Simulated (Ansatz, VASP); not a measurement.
One calculation of Ti, two programs

```
Ti
1.0
     0.00000    2.03000    2.09090
     2.03000    0.00000    2.09090
     2.03000    2.03000    0.00000
Ti
1
Direct
  0.00000 0.00000 0.00000
```

Change from the starting cell: strain +0.0300 x Voigt [0, 0, 1, 0, 0, 0], atoms carried along.

Alike in both runs: task single point; functional r2SCAN; k mesh 20 × 20 × 20; occupations gaussian, width 0.15 eV; no spin polarisation.

|  | VASP | Ansatz |
| --- | --- | --- |
| version | VASP 6.6.1 | Ansatz 0.2.0 |
| potentials or method | VASP PAW PBE potentials, release 64 (Ti_sv), cutoff 520 eV | scalar-relativistic, plane waves, PAW |
| valence electrons in the cell | 12 | 12 |

VASP gave:

- gap on the k mesh at the Fermi level (eV): none
- pressure (GPa): 1.3
- traceless stress, the component that is largest in VASP (GPa): -0.66

Which values does Ansatz return?

gap on the k mesh at the Fermi level (eV): none; pressure (GPa): 0.9; traceless stress, the component that is largest in VASP (GPa): -0.66.

VASP's potentials were made for PBE, not for r2SCAN. A gap of «none» marks a metal or a gap that the smearing closes.
